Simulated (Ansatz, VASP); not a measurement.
## Ni: VASP beside Ansatz

Contents of INCAR:

```
  PREC = Accurate
  ENCUT = 600
  EDIFF = 1E-6
  ISMEAR = -1
  SIGMA = 0.1
  LREAL = F
  LASPH = T
  NELM = 120
  ALGO = Normal
  ISIF = 2
  LWAVE = F
  LCHARG = F
  GGA = PE
  NBANDS = 11
  GGA_COMPAT = F
```

The input KPOINTS:

```
Automatic mesh
0
Gamma
  15 15 15
```

The input POSCAR:

```
Ni
1.0
    2.3265230022      0.0000000000      0.0000000000
    0.0000000000      2.3265230022      0.0000000000
    0.0000000000      0.0000000000      2.3265230022
Ni
1
Direct
    0.0000000000      0.0000000000      0.0000000000
```

Input for Ansatz:

```yaml
crystal:
  lattice:
    - [2.3265230022, 0.0, 0.0]
    - [0.0, 2.3265230022, 0.0]
    - [0.0, 0.0, 2.3265230022]
  atoms:
    - { symbol: Ni, position: [0.0, 0.0, 0.0] }
hamiltonian:
  xc: pbe
  pseudopotentials:
    kind: paw
    azcp:
      Ni: "pseudopotentials/Ni.paw.azcp"
basis:
  ecutwfc: 420
  fft_grid_basis: typed
kpoints:
  mp_grid: { grid: [15, 15, 15], shift: [0, 0, 0] }
magnetization:
  spin_polarized: false
scf:
  occupations: { method: fermi_dirac, width: 0.1 }
  lower_state_search: "off"
output:
  stress: true
  write_density: true
  write_potential: true
  elf: true
  volumetric_format: npy
```

Alike in both runs: task single point; functional PBE; k mesh 15 × 15 × 15; occupations fermi-dirac, width 0.1 eV; no spin polarisation.

```csv
,VASP,Ansatz
version,VASP 6.6.1,Ansatz 0.2.0
potentials or method,"VASP PAW PBE potentials, release 64 (Ni), cutoff 600 eV","plane waves (420 eV) with PAW, scalar-relativistic"
valence electrons in the cell,10,18
```

|  | VASP | Ansatz | Ansatz less VASP |
| --- | --- | --- | --- |
| pressure (GPa) | -0.2 | -0.1 | +0.12 |

The functional is the same, so the differences come from potentials, cutoffs and numerics. VASP's potentials hold 10 valence electrons a cell and Ansatz's 18, so a difference there can come from the potentials and not from the codes.
